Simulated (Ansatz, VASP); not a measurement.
## MgO: VASP beside Ansatz

```
Mg O
1.0
     3.07220    0.00000    0.00000
    -1.53610    2.66060    0.00000
     0.00000    0.00000    5.42090
Mg O
2 2
Direct
  0.33333 0.66667 0.00366
  0.66667 0.33333 0.50366
  0.33333 0.66667 0.40094
  0.66667 0.33333 0.90094
```

Alike in both runs: task single point; functional PBEsol; k mesh 9 × 9 × 6; occupations gaussian, width 0.05 eV; no spin polarisation.

|  | VASP | Ansatz |
| --- | --- | --- |
| version | VASP 6.6.1 | Ansatz 0.2.0 |
| potentials or method | VASP PAW PBE potentials, release 64 (Mg, O), cutoff 520 eV | scalar-relativistic, plane waves, PAW |
| valence electrons in the cell | 16 | 32 |

```tsv
	VASP	Ansatz	Ansatz less VASP
gap on the k mesh at the Fermi level (eV)	3.94	3.94	-0.002
least direct gap on the mesh (eV)	3.94	3.94	-0.002
pressure (GPa)	15.7	15.6	-0.10
traceless stress, the component that is largest in VASP (GPa)	-23.58	-23.10	+0.480
rms of the force components (eV/Å)	0.769	0.751	-0.0178
```

VASP's potentials were made for PBE, not for PBEsol, and Ansatz warns of the same on its side. Atom by atom the forces differ by 0.018 eV/Å (rms over components). The functional is the same, so the differences come from potentials, cutoffs and numerics. VASP's potentials hold 16 valence electrons a cell and Ansatz's 32, so a difference there can come from the potentials and not from the codes.
